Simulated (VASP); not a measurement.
Input of a VASP 6.6.1 run:

INCAR

```
SYSTEM = HfSi2
PREC = Accurate
ENCUT = 520
EDIFF = 1E-7
ISMEAR = 0
SIGMA = 0.1
LREAL = .False.
LASPH = .True.
NELM = 80
ALGO = Normal
ISIF = 2
LWAVE = .False.
LCHARG = .False.
LDIPOL = .True.
IDIPOL = 3
DIPOL = 0.5 0.5 0.500
GGA = PE
NBANDS = 48
```

Contents of KPOINTS:

```
Automatic mesh
0
Gamma
  10 10 1
  0 0 0
```

The input POSCAR:

```
HfSi2
1.0
    3.6590707999      0.0000000000      0.0000000000
    0.0000000000      3.6826381133      0.0000000000
    0.0000000000      0.0000000000     28.0099424660
Si Hf
8 4
Direct
    0.7500000000      0.5000000000      0.2747053490
    0.2500000000      0.5000000000      0.3699307046
    0.7500000000      0.0000000000      0.3703039311
    0.2500000000      0.0000000000      0.4713966242
    0.7500000000      0.0000000000      0.5286033750
    0.2500000000      0.0000000000      0.6296960681
    0.7500000000      0.5000000000      0.6300692942
    0.2500000000      0.5000000000      0.7252946527
    0.2500000000      0.0000000000      0.2953592056
    0.7500000000      0.5000000000      0.4457272774
    0.2500000000      0.5000000000      0.5542727237
    0.7500000000      0.0000000000      0.7046407944
```

Potentials or basis: VASP PAW PBE potentials, release 64 (Si, Hf_pv).

Command:

```bash
$ cat potpaw_PBE.64/Si/POTCAR potpaw_PBE.64/Hf_pv/POTCAR > POTCAR
$ mpirun -np 1 vasp_std > vasp.out
```

(1) What does it give for the largest force?

(2) Estimate the band gap on the k mesh.

Answers

(1) 0.010 eV/Å.

(2) zero (band 36 reaches 2.97 eV, above the bottom of band 37 at 1.97 eV).

Caveat: spin-orbit coupling is left out, which moves the levels of the heavy elements.
